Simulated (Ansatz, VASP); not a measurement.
**HfC in VASP and in Ansatz**

Contents of INCAR:

```
PREC = Accurate
ENCUT = 600
EDIFF = 1E-6
ISMEAR = -1
SIGMA = 0.0272
LREAL = False
LASPH = True
NELM = 120
ALGO = Normal
ISIF = 2
LWAVE = False
LCHARG = False
GGA = PS
NBANDS = 14
GGA_COMPAT = False
```

File KPOINTS:

```
Automatic mesh
0
Gamma
  10 10 10
```

Contents of POSCAR:

```
HfC
1.0
    0.0000000000      2.3250000000      2.3250000000
    2.3250000000      0.0000000000      2.3250000000
    2.3250000000      2.3250000000      0.0000000000
Hf C
1 1
Direct
    0.5000000000      0.5000000000      0.5000000000
    0.0000000000      0.0000000000      0.0000000000
```

Input for Ansatz:

```yaml
crystal:
  lattice:
    - [0.0, 2.325, 2.325]
    - [2.325, 0.0, 2.325]
    - [2.325, 2.325, 0.0]
  atoms:
    - { symbol: Hf, position: [0.5, 0.5, 0.5] }
    - { symbol: C, position: [0.0, 0.0, 0.0] }
kpoints:
  mp_grid: { grid: [10, 10, 10] }
scf:
  occupations: { method: fermi_dirac, width: 0.0272 }
hamiltonian:
  xc: pbesol
  pseudopotentials: { kind: all_electron, lapw: { basis_error: 0.001 } }
output:
  forces: true
  stress: true
  eigenvalues: true
  eigenstates:
    nscf_kmesh: { grid: [16, 16, 16] }
    de_dk: true
    e_range: [-14, 14]
  optics:
    e_range: [0, 20]
    de: 0.2
    sigma: 0.15
    bands: { spectra_wanted_up_to: 20 }
    nscf_kmesh: { grid: [16, 16, 16] }
    drude_damping: 0.109
checkpoint:
  write: ck
  write_wavefunctions: false
```

Alike in both runs: task single point; functional PBEsol; k mesh 10 × 10 × 10; occupations fermi-dirac, width 0.0272 eV; no spin polarisation.

|  | VASP | Ansatz |
| --- | --- | --- |
| version | VASP 6.6.1 | Ansatz 0.2.0 |
| potentials or method | VASP PAW PBE potentials, release 64 (Hf_pv, C), cutoff 600 eV | all-electron LAPW, scalar-relativistic |

```tsv
	VASP	Ansatz	Ansatz less VASP
pressure (GPa)	-7.1	-6.5	+0.58
```

VASP's potentials were made for PBE, not for PBEsol. Ansatz ran all-electron here, and VASP with PAW potentials. Ansatz's warnings: optics on partly filled bands.

Spin-orbit coupling is off throughout.
